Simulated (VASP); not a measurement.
Here is a VASP 6.6.1 calculation.

The input INCAR:

```
SYSTEM = W
  PREC = Accurate
  ENCUT = 520
  EDIFF = 1E-7
  ISMEAR = 0
  SIGMA = 0.15
  LREAL = .False.
  LASPH = .True.
  NELM = 60
  ALGO = Fast
  ISIF = 2
  LWAVE = .False.
  LCHARG = .False.
  GGA = PE
  NBANDS = 36
```

KPOINTS

```
Automatic mesh
0
Gamma
  18 18 5
  0 0 0
```

Contents of POSCAR:

```
W
1.0
   -1.5973000000      1.5973000000     -1.5973000000
   -1.5973000000     -1.5973000000      1.5973000000
    0.0000000000      6.2831339828      6.2831339828
W
4
Direct
    0.0000000000      0.0000000000      0.8897709352
    0.5000000000      0.5000000000      0.1271101336
    0.0000000000      0.0000000000      0.3813304008
    0.5000000000      0.5000000000      0.6355506680
```

Potentials or basis: VASP PAW PBE potentials, release 64 (W_sv).

Run with:

```sh
$ cat potpaw_PBE.64/W_sv/POTCAR > POTCAR
$ mpirun -np 1 vasp_std > vasp.out
```

(1) Predict the band gap on the k mesh.

(2) What does it give for the pressure?

Answers

(1) zero (bands 28 and 29 overlap by 3.09 eV).

(2) 3.2 GPa.

Caveat: the cell differs from its parent crystal (the distance across one plane changed); the cell stands under pressure; spin-orbit coupling is left out, which moves the levels of the heavy elements; forces of over 1 eV/Å act on the atoms, so gaps and moduli don't describe the material at rest.
